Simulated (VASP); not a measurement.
# Al2Pt in VASP: further runs

The runs below take Al2Pt through single point, with PBEsol.

Everything below comes from runs of VASP 6.6.1. Logs are shortened: lines on timing, memory, paths and dates and some standing lists are left out, and cuts for length are marked.

### 1 The cell of the first run

The structure is tetragonal, space group I4/mmm (No. 139). The conventional cell has a = 4.195 Å, b = 4.195 Å, c = 5.808 Å, α = 90.00°, β = 90.00°, γ = 90.00°. Al (site symmetry -4m2) has 4 Pt at 2.55 Å and 6 Al at 2.90 to 2.97 Å within 3.4 Å. Pt (site symmetry 4/mmm) has 8 Al at 2.55 Å within 3.4 Å.

### 2 Single point, PBEsol (uniaxial strain along c: -1.5 %, then relaxed in part)

INCAR reads:

```
  ALGO = Fast
  EDIFF = 1E-7
  ENCUT = 520
  GGA = PS
  ISIF = 2
  ISMEAR = 0
  LASPH = True
  LCHARG = False
  LREAL = False
  LWAVE = False
  NBANDS = 25
  NELM = 60
  PREC = Accurate
  SIGMA = 0.1
```

KPOINTS reads:

```
k-points
0
Gamma
  8 8 6
```

POSCAR reads:

```
Al2Pt
1.0
    2.9663737252      2.9663737252      0.0000000000
   -2.9663737252      2.9663737252      0.0000000000
    0.0000000000      0.0000000000      5.8080668703
Al Pt
4 2
Direct
    0.0000000000      0.5000000000      0.7500000000
    0.5000000000      0.0000000000      0.7500000000
    0.5000000000      0.0000000000      0.2500000000
    0.0000000000      0.5000000000      0.2500000000
    0.0000000000      0.0000000000      0.0000000000
    0.5000000000      0.5000000000      0.5000000000
```

Potentials or basis: VASP PAW PBE potentials, release 64 (Al, Pt).

On the command line:

```console
> cat potpaw_PBE.64/Al/POTCAR potpaw_PBE.64/Pt/POTCAR > POTCAR
> mpirun -np 1 vasp_std > vasp.out
```

OUTCAR:

```text
EDIFF = 1E-7
   ENCUT = 520
   GGA = PS
   ISIF = 2
   ISMEAR = 0
   LASPH = True
   LREAL = False
   NELM = 60
   PREC = Accurate

 ion  position               nearest neighbor table
   1  0.000  0.500  0.750-   5 2.55   6 2.55   5 2.55   6 2.55   4 2.90   4 2.90   2 2.97   2 2.97
                             2 2.97   2 2.97
   2  0.500  0.000  0.750-   5 2.55   6 2.55   6 2.55   5 2.55   3 2.90   3 2.90   1 2.97   1 2.97
                             1 2.97   1 2.97
   3  0.500  0.000  0.250-   5 2.55   6 2.55   6 2.55   5 2.55   2 2.90   2 2.90   4 2.97   4 2.97
                             4 2.97   4 2.97
   4  0.000  0.500  0.250-   5 2.55   6 2.55   5 2.55   6 2.55   1 2.90   1 2.90   3 2.97   3 2.97
                             3 2.97   3 2.97
   5  0.000  0.000  0.000-   1 2.55   2 2.55   3 2.55   4 2.55   1 2.55   4 2.55   2 2.55   3 2.55

   6  0.500  0.500  0.500-   1 2.55   2 2.55   3 2.55   4 2.55   2 2.55   3 2.55   1 2.55   4 2.55

  LATTYP: Found a simple tetragonal cell.
 ALAT       =     4.1950859532
 C/A-ratio  =     1.3844929365

  Lattice vectors:

 A1 = (   2.9663737252,   2.9663737252,   0.0000000000)
 A2 = (  -2.9663737252,   2.9663737252,   0.0000000000)
 A3 = (   0.0000000000,   0.0000000000,   5.8080668703)

Analysis of symmetry for initial positions (statically):
=====================================================================
 Subroutine PRICEL returns following result:

  LATTYP: Found a body centered tetragonal cell.
 ALAT       =     4.1950859532
 C/A-ratio  =     1.3844929365

  Lattice vectors:

 A1 = (   0.0000000000,  -2.9663737252,  -2.9040334352)
 A2 = (   0.0000000000,   2.9663737252,  -2.9040334351)
 A3 = (   2.9663737252,   0.0000000000,   2.9040334352)

   2 primitive cells build up your supercell.

 Routine SETGRP: Setting up the symmetry group for a
 simple tetragonal supercell.

 Subroutine GETGRP returns: Found 16 space group operations
 (whereof 16 operations were pure point group operations)
 out of a pool of 16 trial point group operations.

The static configuration has the point symmetry D_4h.

Analysis of symmetry for dynamics (positions and initial velocities):
=====================================================================
 Subroutine PRICEL returns following result:

  LATTYP: Found a body centered tetragonal cell.
 ALAT       =     4.1950859532
 C/A-ratio  =     1.3844929365

  Lattice vectors:

 A1 = (   0.0000000000,  -2.9663737252,  -2.9040334352)
 A2 = (   0.0000000000,   2.9663737252,  -2.9040334351)
 A3 = (   2.9663737252,   0.0000000000,   2.9040334352)

   2 primitive cells build up your supercell.

 Routine SETGRP: Setting up the symmetry group for a
 simple tetragonal supercell.

 Subroutine GETGRP returns: Found 16 space group operations
 (whereof 16 operations were pure point group operations)
 out of a pool of 16 trial point group operations.

The dynamic configuration has the point symmetry D_4h.

 Subroutine INISYM returns: Found 16 space group operations
 (whereof 16 operations are pure point group operations),
 and found     2 'primitive' translations

----------------------------------------------------------------------------------------

                                     Primitive cell

  volume of cell :      51.1073

  direct lattice vectors                    reciprocal lattice vectors
     0.000000000 -2.966373725 -2.904033435     0.168555970 -0.168555970 -0.172174326
     0.000000000  2.966373725 -2.904033435     0.168555970  0.168555970 -0.172174326
     2.966373725  0.000000000  2.904033435     0.337111940  0.000000000  0.000000000

  length of vectors
     4.151238763  4.151238763  4.151238763     0.294051405  0.294051405  0.337111940

  position of ions in fractional coordinates (direct lattice)
     0.750000000  0.250000000  0.500000000
     0.250000000  0.750000000  0.500000000
     0.000000000  0.000000000  0.000000000

  ion indices of the primitive-cell ions
   primitive index   ion index
                 1           1
                 2           4
                 3           5

----------------------------------------------------------------------------------------

 KPOINTS: k-points

Automatic generation of k-mesh.
 Grid dimensions read from file:
 generate k-points for:    8    8    6

 Generating k-lattice:

  Cartesian coordinates                     Fractional coordinates (reciprocal lattice)
     0.021069496  0.021069496  0.000000000     0.125000000  0.000000000  0.000000000
    -0.021069496  0.021069496  0.000000000     0.000000000  0.125000000  0.000000000
     0.000000000  0.000000000  0.028695721     0.000000000  0.000000000  0.166666667

  Length of vectors
     0.029796767  0.029796767  0.028695721

  Shift w.r.t. Gamma in fractional coordinates (k-lattice)
     0.000000000  0.000000000  0.000000000

 Subroutine IBZKPT returns following result:
 ===========================================

 Found     60 irreducible k-points:

[... 33 lines left out ...]
   NSW    =      0    number of steps for IOM
   IBRION =     -1    ionic relax: 0-MD 1-quasi-New 2-CG
   NFREE  =      0    steps in history (QN), initial steepest desc. (CG)
   ISIF   =      2    stress and relaxation
   ISYM   =      2    0-nonsym 1-usesym 2-fastsym
   POTIM  = 0.5000    time-step for ionic-motion
   TEBEG  =    0.0;   TEEND  =   0.0 temperature during run
   PSTRESS=    0.0 pullay stress
   NELECT =      32.0000    total number of electrons
   NUPDOWN=      -1.0000    fix difference up-down
   EMIN   =  10.00;   EMAX   =-10.00  energy-range for DOS
   EFERMI =   0.00;   METHOD = LEGACY
   ISMEAR =     0;   SIGMA  =   0.10  broadening in eV -4-tet -1-fermi 0-gaus
   EFERMI_NEDOS =   21; number of points for ismear=-14 and -15
   IALGO  =     68    algorithm
   IMIX   =      4    mixing-type and parameters
     AMIX     =   0.40;   BMIX     =  1.00
     AMIX_MAG =   1.60;   BMIX_MAG =  1.00
  volume/ion in A,a.u.               =      17.04       114.96
  Fermi-wavevector in a.u.,A,eV,Ry     =   1.111613  2.100644 16.812502  1.235684
  Thomas-Fermi vector in A             =   2.248178
   LORBIT       =      0    0 simple, 1 ext, 2 COOP (PROOUT), +10 PAW based schemes
   GGA     = PS    functional components
   LHFCALC =     F    Hartree Fock is set to
   AEXX    =    0.0000 exact exchange contribution
   IVDW    =     0    specifies the selected vdW correction
   LEPSILON=     F    determine dielectric tensor
   LRPA    =     F    only Hartree local field effects (RPA)
 non-spin polarized calculation
 RMM-DIIS sequential band-by-band and
 Gauss-broadening in eV      SIGMA  =   0.10
  energy-cutoff  :      520.00
  volume of cell :      102.21
 maximum number of plane-waves:      2778
 NGX is ok and might be reduce to    32
   NGX = 15   NGY = 15   NGZ = 21

 number of electron      32.0000002 magnetization

 Free energy of the ion-electron system (eV)
  ---------------------------------------------------
  ext. energy  EPLUGINS =         0.00000000
  ---------------------------------------------------
  free energy    TOTEN  =       -35.52633147 eV

  energy without entropy =      -35.51498895  energy(sigma->0) =      -35.52066021

 E-fermi :   7.9096     XC(G=0): -10.8551

 val. band max:        7.9035507421   @ k =   0.3750   0.0000   0.0000
 cond. band min:       7.9747801129   @ k =   0.3750   0.0000   0.3333
 fundamental gap:      0.0712293708
 Fermi energy:         7.9095686160

 k-point     1 :       0.0000    0.0000    0.0000
  band No.  band energies     occupation
      1      -2.4011      2.00000
      2       1.5750      2.00000
      3       1.6946      2.00000
      4       2.2244      2.00000
      5       2.7780      2.00000
      6       2.8102      2.00000
[... 17 lines left out ...]
     24      13.4933      0.00000
     25      14.0517      0.00000

 k-point     2 :       0.1250    0.0000    0.0000
  band No.  band energies     occupation
      1      -2.2581      2.00000
      2       1.6066      2.00000
      3       1.7866      2.00000
      4       2.1674      2.00000
      5       2.7303      2.00000
      6       2.8276      2.00000
[... 17 lines left out ...]
     24      13.6811      0.00000
     25      13.9220      0.00000
[... 586 lines left out ...]
     24      14.3079      0.00000
     25      14.6054      0.00000

 k-point    24 :       0.5000    0.1250    0.1667
  band No.  band energies     occupation
      1      -0.0963      2.00000
      2      -0.0963      2.00000
      3       2.0008      2.00000
      4       2.0008      2.00000
      5       3.0115      2.00000
      6       3.0115      2.00000
[... 17 lines left out ...]
     24      14.2085      0.00000
     25      15.0406      0.00000

 [... further k-points ...]

------------------------ aborting loop because EDIFF is reached ----------------------------------------

  FORCE on cell =-STRESS in cart. coord.  units (eV):
  Direction    XX          YY          ZZ          XY          YZ          ZX
  --------------------------------------------------------------------------------------
  -------------------------------------------------------------------------------------
  Total       -0.0378585     -0.0378585      0.7315258      0.0000000      0.0000000     -0.0000000
  in kB       -0.5934175     -0.5934175     11.4663946      0.0000000      0.0000000     -0.0000000
  external PRESSURE =       3.4265199 kB  Pullay stress =       0.0000000 kB

 VOLUME and BASIS-vectors are now :
 -----------------------------------------------------------------------------
  energy-cutoff  :      520.00
  volume of cell :      102.21
      direct lattice vectors                 reciprocal lattice vectors
     2.966373725  2.966373725  0.000000000     0.168555970  0.168555970  0.000000000
    -2.966373725  2.966373725  0.000000000    -0.168555970  0.168555970  0.000000000
     0.000000000  0.000000000  5.808066870     0.000000000  0.000000000  0.172174326

 POSITION                                       TOTAL-FORCE (eV/Angst)
 -----------------------------------------------------------------------------------
     -1.48319      1.48319      4.35605        -0.000000     -0.000000      0.000000
      1.48319      1.48319      4.35605         0.000000      0.000000     -0.000000
      1.48319      1.48319      1.45202        -0.000000     -0.000000     -0.000000
     -1.48319      1.48319      1.45202         0.000000      0.000000     -0.000000
      0.00000      0.00000      0.00000        -0.000000      0.000000     -0.000000
      0.00000      2.96637      2.90403         0.000000     -0.000000      0.000000
 -----------------------------------------------------------------------------------
    total drift:                               -0.000000      0.000000     -0.000000

  FREE ENERGIE OF THE ION-ELECTRON SYSTEM (eV)
  ---------------------------------------------------
  free  energy   TOTEN  =       -35.5263314742 eV

  energy  without entropy=      -35.5149889500  energy(sigma->0) =      -35.52066021
```

Run time: 85 s. Hardware: 1 thread of Intel Xeon Platinum 8559C (Emerald Rapids), shared host; peak memory 0.3 GiB.

What came out:

| Quantity | Value |
| --- | --- |
| Free energy | -35.5263 eV |
| Pressure | 0.3 GPa |
| Band gap on the k mesh | zero (bands 16 and 17 overlap by 4.56 eV) |

Levels at points of the mesh, in eV from the Fermi level:
```
           k point  band 14  band 15  band 16  band 17  band 18  band 19
(0.00, 0.00, 0.00)    -1.71    -1.71     3.06     3.07     3.25     3.75
(0.50, 0.00, 0.00)    -2.32    -1.19    -1.19     1.23     1.23     3.61
(0.50, 0.50, 0.00)    -3.22    -1.67    -1.67    -1.50    -1.50     3.31
(0.00, 0.00, 0.50)     0.16     0.46     0.46     0.46     0.46     3.03
(0.50, 0.00, 0.50)    -3.51     0.94     0.94     1.08     1.08     3.76
(0.50, 0.50, 0.50)    -2.82    -2.82    -2.82    -0.86    -0.86     5.35
```

Caveat: the cell differs from its parent crystal (uniaxial strain along c: -1.5 %, then relaxed in part); the PAW data sets were made with another functional, which shifts forces and pressure a little; spin-orbit coupling is left out, which moves the levels of the heavy elements.

### 3 Single point, PBEsol (uniaxial strain along c: -1.5 %)

INCAR reads:

```
PREC = Accurate ; ENCUT = 520
EDIFF = 1E-6 ; ISMEAR = 0
SIGMA = 0.1 ; LREAL = False
LASPH = True ; NELM = 80
ALGO = Fast ; ISIF = 2
LWAVE = False ; LCHARG = False
GGA = PS ; NBANDS = 25
```

KPOINTS reads:

```
regular mesh
0
Gamma
  8 8 6
```

Edit POSCAR of step 2 so:

```diff
@@ -2,4 +2,4 @@
 1.0
-    2.9663737252      2.9663737252      0.0000000000
-   -2.9663737252      2.9663737252      0.0000000000
+    2.9593132594      2.9593132594      0.0000000000
+   -2.9593132594      2.9593132594      0.0000000000
     0.0000000000      0.0000000000      5.8080668703
```

Potentials or basis: VASP PAW PBE potentials, release 64 (Al, Pt).

On the command line:

```console
> cat potpaw_PBE.64/Al/POTCAR potpaw_PBE.64/Pt/POTCAR > POTCAR
> mpirun -np 1 vasp_std > vasp.out
```

Run time: 69 s. Hardware: 1 thread of Intel Xeon Platinum 8559C (Emerald Rapids), shared host; peak memory 0.29 GiB.

It converged, with:

* Free energy: -35.5253 eV
* Pressure: 1.1 GPa
* Band gap on the k mesh: zero (bands 16 and 17 overlap by 4.62 eV)

Stress tensor (GPa, compression positive):
```
0.72 0.00 0.00
0.00 0.72 0.00
0.00 0.00 1.76
```

Levels at points of the mesh, in eV from the Fermi level:
| k point | band 13 | band 14 | band 15 | band 16 | band 17 | band 18 | band 19 | band 20 |
| --- | --- | --- | --- | --- | --- | --- | --- | --- |
| (0.00, 0.00, 0.00) | -3.26 | -1.71 | -1.71 | 3.10 | 3.12 | 3.27 | 3.76 | 3.76 |
| (0.50, 0.00, 0.00) | -2.33 | -2.33 | -1.20 | -1.20 | 1.24 | 1.24 | 3.64 | 3.64 |
| (0.50, 0.50, 0.00) | -3.24 | -3.24 | -1.67 | -1.67 | -1.53 | -1.53 | 3.33 | 3.33 |
| (0.00, 0.00, 0.50) | 0.15 | 0.15 | 0.47 | 0.47 | 0.47 | 0.47 | 3.08 | 3.08 |
| (0.50, 0.00, 0.50) | -3.53 | -3.53 | 0.95 | 0.95 | 1.08 | 1.08 | 3.77 | 3.77 |
| (0.50, 0.50, 0.50) | -2.82 | -2.82 | -2.82 | -2.82 | -0.87 | -0.87 | 5.36 | 5.36 |

Caveat: the cell differs from its parent crystal (uniaxial strain along c: -1.5 %); the PAW data sets were made with another functional, which shifts forces and pressure a little; spin-orbit coupling is left out, which moves the levels of the heavy elements.

### 4 Single point, PBEsol

This run uses another cell than the first one, of 17.08 Å³/atom.

INCAR reads:

```
SYSTEM = Al2Pt
PREC = Accurate ; ENCUT = 520
EDIFF = 1E-6 ; ISMEAR = 0
SIGMA = 0.1 ; LREAL = .False.
LASPH = .True. ; NELM = 80
ALGO = Fast ; ISIF = 2
LWAVE = .False. ; LCHARG = .False.
GGA = PS ; NBANDS = 25
```

KPOINTS reads:

```
regular mesh
0
Gamma
  8 8 6
  0 0 0
```

Edit POSCAR of step 3 so:

```diff
@@ -2,5 +2,5 @@
 1.0
-    2.9593132594      2.9593132594      0.0000000000
-   -2.9593132594      2.9593132594      0.0000000000
-    0.0000000000      0.0000000000      5.8080668703
+    2.9482572945      2.9482572945      0.0000000000
+   -2.9482572945      2.9482572945      0.0000000000
+    0.0000000000      0.0000000000      5.8965145891
 Al Pt
```

On the command line:

```console
> cat potpaw_PBE.64/Al/POTCAR potpaw_PBE.64/Pt/POTCAR > POTCAR
> mpirun -np 1 vasp_std > vasp.out
```

Run time: 75 s. Hardware: 1 thread of Intel Xeon Platinum 8559C (Emerald Rapids), shared host; peak memory 0.29 GiB.

It converged, with:

* Free energy: -35.5318 eV
* Pressure: 0.0 GPa
* Band gap on the k mesh: zero (bands 16 and 17 overlap by 4.66 eV)

Levels at points of the mesh, in eV from the Fermi level:
```csv
k point,band 13,band 14,band 15,band 16,band 17,band 18,band 19,band 20
"(0.00, 0.00, 0.00)",-3.22,-1.62,-1.62,3.04,3.21,3.33,3.80,3.80
"(0.50, 0.00, 0.00)",-2.35,-2.35,-1.28,-1.28,1.32,1.32,3.73,3.73
"(0.50, 0.50, 0.00)",-3.22,-3.22,-1.62,-1.62,-1.62,-1.62,3.21,3.21
"(0.00, 0.00, 0.50)",0.00,0.00,0.51,0.51,0.51,0.51,3.13,3.13
"(0.50, 0.00, 0.50)",-3.50,-3.50,1.02,1.02,1.02,1.02,3.75,3.75
"(0.50, 0.50, 0.50)",-2.80,-2.80,-2.80,-2.80,-0.89,-0.89,5.25,5.25
```

Caveat: the PAW data sets were made with another functional, which shifts forces and pressure a little; spin-orbit coupling is left out, which moves the levels of the heavy elements.

### 5 Single point, PBEsol (uniaxial strain along c: +1.5 %, then relaxed in part)

INCAR reads:

```
SYSTEM = Al2Pt
  PREC = Accurate
  ENCUT = 520
  EDIFF = 1E-6
  ISMEAR = 0
  SIGMA = 0.1
  LREAL = .False.
  LASPH = .True.
  NELM = 100
  ALGO = Fast
  ISIF = 2
  LWAVE = .False.
  LCHARG = .False.
  GGA = PS
  NBANDS = 25
```

KPOINTS reads:

```
Automatic mesh
0
Gamma
  8 8 6
  0 0 0
```

Edit POSCAR of step 4 so:

```diff
@@ -2,5 +2,5 @@
 1.0
-    2.9482572945      2.9482572945      0.0000000000
-   -2.9482572945      2.9482572945      0.0000000000
-    0.0000000000      0.0000000000      5.8965145891
+    2.9308881742      2.9308881742      0.0000000000
+   -2.9308881742      2.9308881742      0.0000000000
+    0.0000000000      0.0000000000      5.9849623079
 Al Pt
```

On the command line:

```console
> cat potpaw_PBE.64/Al/POTCAR potpaw_PBE.64/Pt/POTCAR > POTCAR
> mpirun -np 1 vasp_std > vasp.out
```

It took 82 s on 1 thread of Intel Xeon Platinum 8559C (Emerald Rapids), shared host; peak memory 0.3 GiB.

The run converged. Its results:

| Property | Result |
| --- | --- |
| Free energy | -35.5265 eV |
| Pressure | -0.4 GPa |
| Band gap on the k mesh | zero (bands 16 and 17 overlap by 4.59 eV) |

Stress tensor (GPa, compression positive):
```
-0.02  0.00  0.00
 0.00 -0.02  0.00
 0.00  0.00 -1.23
```

Levels at points of the mesh, in eV from the Fermi level:
```
           k point  band 12  band 13  band 14  band 15  band 16  band 17  band 18  band 19  band 20  band 21
(0.00, 0.00, 0.00)    -3.51    -3.20    -1.54    -1.54     3.01     3.34     3.40     3.69     3.84     3.84
(0.50, 0.00, 0.00)    -3.57    -2.38    -2.38    -1.39    -1.39     1.39     1.39     3.83     3.83     5.68
(0.50, 0.50, 0.00)    -3.43    -3.21    -3.21    -1.74    -1.74    -1.58    -1.58     3.11     3.11     3.28
(0.00, 0.00, 0.50)    -3.45    -0.18    -0.18     0.54     0.54     0.54     0.54     3.21     3.21     3.79
(0.50, 0.00, 0.50)    -3.50    -3.48    -3.48     0.93     0.93     1.09     1.09     3.75     3.75     5.04
(0.50, 0.50, 0.50)    -3.23    -2.79    -2.79    -2.79    -2.79    -0.94    -0.94     5.13     5.13     5.13
```

Caveat: the cell differs from its parent crystal (uniaxial strain along c: +1.5 %, then relaxed in part); the PAW data sets were made with another functional, which shifts forces and pressure a little; spin-orbit coupling is left out, which moves the levels of the heavy elements.

### 6 The runs side by side

| cell | further INCAR settings | gap on the mesh (eV) | pressure (GPa) |
| --- | --- | --- | --- |
| a = 4.195, b = 4.195, c = 5.808 Å, 6 atoms | ALGO = Fast; EDIFF = 1e-07; NBANDS = 25 | none | 0.3 |
| a = 4.185, b = 4.185, c = 5.808 Å, 6 atoms | ALGO = Fast; EDIFF = 1e-06; NBANDS = 25 | none | 1.1 |
| a = 4.169, b = 4.169, c = 5.897 Å, 6 atoms | ALGO = Fast; EDIFF = 1e-06; NBANDS = 25 | none | 0.0 |
| a = 4.145, b = 4.145, c = 5.985 Å, 6 atoms | ALGO = Fast; EDIFF = 1e-06; NBANDS = 25 | none | -0.4 |

Alike in all rows: task single point; level PBEsol; potentials or basis VASP PAW PBE potentials, release 64 (Al, Pt); no spin polarisation; k mesh 8 × 8 × 6; cutoff (eV) 520; smearing gaussian 0.1 eV.

Caveats: the PAW data sets were made with another functional, which shifts forces and pressure a little; spin-orbit coupling is left out, which moves the levels of the heavy elements.

Total energies depend on the potentials used, so only differences within one code and one set of settings carry meaning.

The gap in the log of VASP goes by the Fermi energy; the results here count the filled bands.